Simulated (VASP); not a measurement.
Write the native input for VASP 6.6.1 that does the following.

- Task: single point
- Functional: LDA
- Potentials or basis: VASP PAW LDA potentials, release 64 (Ti_sv, Al)
- Cutoff: 520 eV
- k mesh: 14 × 14 × 14
- Occupations: gaussian, width 0.15 eV
- Spin: no spin polarisation
- Dipole correction: no
- Further INCAR settings: ALGO = Fast; EDIFF = 1e-06; NBANDS = 14

The structure of TiAl lies in POSCAR:

```
TiAl
1.0
    2.7804367431      0.0000000000      0.0000000000
    0.0000000000      3.0381738569      0.0000000000
    0.0000000000      0.0000000000      3.1240862282
Ti Al
1 1
Direct
    0.0000000000      0.0000000000      0.0000000000
    0.5000000000      0.5000000000      0.5000000000
```

This cell differs from its parent crystal: normal strain along x -0.1100, normal strain along y -0.0275.

One way to write it, as run:

INCAR

```
PREC     = Accurate       # precision mode
ENCUT    = 520            # plane-wave cutoff, eV
EDIFF    = 1E-6           # SCF threshold, eV
ISMEAR   = 0              # smearing method
SIGMA    = 0.15           # smearing width, eV
LREAL    = F              # projectors in reciprocal space
LASPH    = T              # aspherical terms in the spheres
NELM     = 100            # most SCF steps
ALGO     = Fast           # electronic algorithm
ISIF     = 2              # what is computed and relaxed
LWAVE    = F              # write WAVECAR
LCHARG   = F              # write CHGCAR
GGA      = CA             # functional
NBANDS   = 14             # bands
```

KPOINTS

```
regular mesh
0
Gamma
  14 14 14
```

Potentials or basis: VASP PAW LDA potentials, release 64 (Ti_sv, Al).

Run with:

```bash
$ cat potpaw_LDA.64/Ti_sv/POTCAR potpaw_LDA.64/Al/POTCAR > POTCAR
$ mpirun -np 1 vasp_std > vasp.out
```

It gave:

* Pressure: 24.7 GPa

Caveat: the cell differs from its parent crystal (normal strain along x -0.1100, normal strain along y -0.0275).

Run time: 95 s on 1 thread of Intel(R) Xeon(R) 6975P-C (Granite Rapids) (shared host), peak memory 0.29 GiB.
